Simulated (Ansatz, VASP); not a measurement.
## MnAs: VASP beside Ansatz

```
Mn As
1.0
     3.71000    0.00000    0.00000
    -1.85500    3.21295    0.00000
     0.00000    0.00000    5.69100
Mn As
2 2
Direct
  0.00000 0.00000 0.00000
  0.00000 0.00000 0.50000
  0.33333 0.66667 0.25000
  0.66667 0.33333 0.75000
```

Alike in both runs: task single point; functional PBEsol; k mesh 7 × 7 × 4; occupations methfessel-paxton of order 1, width 0.2 eV; collinear spin.

|  | VASP | Ansatz |
| --- | --- | --- |
| version | VASP 6.6.1 | Ansatz 0.2.0 |
| potentials or method | VASP PAW PBE potentials, release 64 (Mn_pv, As) | plane waves, PAW |
| plane-wave cutoff (eV) | 520 | 420 |
| valence electrons in the cell | 36 | 60 |

|  | VASP | Ansatz | Ansatz less VASP |
| --- | --- | --- | --- |
| net moment per atom (μB) | 1.57 | 1.57 | +0.003 |
| size of the moment on the site where the two differ most (μB) | 3.19 | 3.14 | -0.043 |

VASP's potentials were made for PBE, not for PBEsol. Site moments also hang on the region over which each program counts them. The functional is the same, so the differences come from potentials, cutoffs and numerics. VASP's potentials hold 36 valence electrons a cell and Ansatz's 60, so a difference there can come from the potentials and not from the codes. Ansatz's warnings: stability check not made.
